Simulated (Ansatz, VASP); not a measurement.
# Ti3Al in VASP and in Ansatz

INCAR

```
SYSTEM = Ti3Al
  ALGO = Fast
  EDIFF = 1E-6
  ENCUT = 520
  GGA = PE
  ISIF = 2
  ISMEAR = 0
  LASPH = .True.
  LCHARG = .False.
  LREAL = .False.
  LWAVE = .False.
  NBANDS = 28
  NELM = 80
  PREC = Accurate
  SIGMA = 0.15
```

KPOINTS

```
k-points
0
Gamma
  15 15 6
  0 0 0
```

POSCAR

```
Ti3Al
1.0
    2.9297375378      0.0000000000      0.0000000000
   -1.4648687689      2.5372271341      0.0000000000
    0.0000000000      0.0000000000      9.2315308735
Ti Al
3 1
Direct
    0.5615909092      0.2001170377      0.0000000000
    0.3665097242      0.7087280898      0.7504575700
    0.3665097242      0.7087280898      0.2495424300
    0.7353637382      0.4204282981      0.5000000000
```

Input for Ansatz:

```yaml
crystal:
  lattice:
    - [2.9297375378, 0.0, 0.0]
    - [-1.4648687689, 2.5372271341, 0.0]
    - [0.0, 0.0, 9.2315308735]
  atoms:
    - { symbol: Ti, position: [0.5615909092, 0.2001170377, 0.0] }
    - { symbol: Ti, position: [0.3665097242, 0.7087280898, 0.75045757] }
    - { symbol: Ti, position: [0.3665097242, 0.7087280898, 0.24954243] }
    - { symbol: Al, position: [0.7353637382, 0.4204282981, 0.5] }
basis:
  ecutwfc: 520.0
kpoints:
  mp_grid: { grid: [15, 15, 6] }
hamiltonian:
  xc: pbe
  pseudopotentials: { kind: paw, azcp: { folder: soft_1 } }
scf:
  occupations: { method: gaussian, width: 0.15 }
output:
  forces: true
  stress: true
  eigenvalues: true
```

Change from the starting cell: mode 4 frozen in at -0.113 Å and mode 5 at -0.338 Å (largest displacements).

Alike in both runs: task single point; functional PBE; k mesh 15 × 15 × 6; occupations gaussian, width 0.15 eV; no spin polarisation.

|  | VASP | Ansatz |
| --- | --- | --- |
| version | VASP 6.6.1 | Ansatz 0.2.0 |
| potentials or method | VASP PAW PBE potentials, release 64 (Ti_sv, Al), cutoff 520 eV | scalar-relativistic, plane waves, PAW |
| valence electrons in the cell | 39 | 39 |

```csv
,VASP,Ansatz,Ansatz less VASP
gap on the k mesh at the Fermi level (eV),none,none,-
pressure (GPa),-0.5,-0.4,+0.11
"traceless stress, the component that is largest in VASP (GPa)",-2.23,-2.23,+0.006
rms of the force components (eV/Å),0.251,0.250,-0.0012
```

Atom by atom the forces differ by 0.002 eV/Å (rms over components). A gap of «none» marks a metal or a gap that the smearing closes.
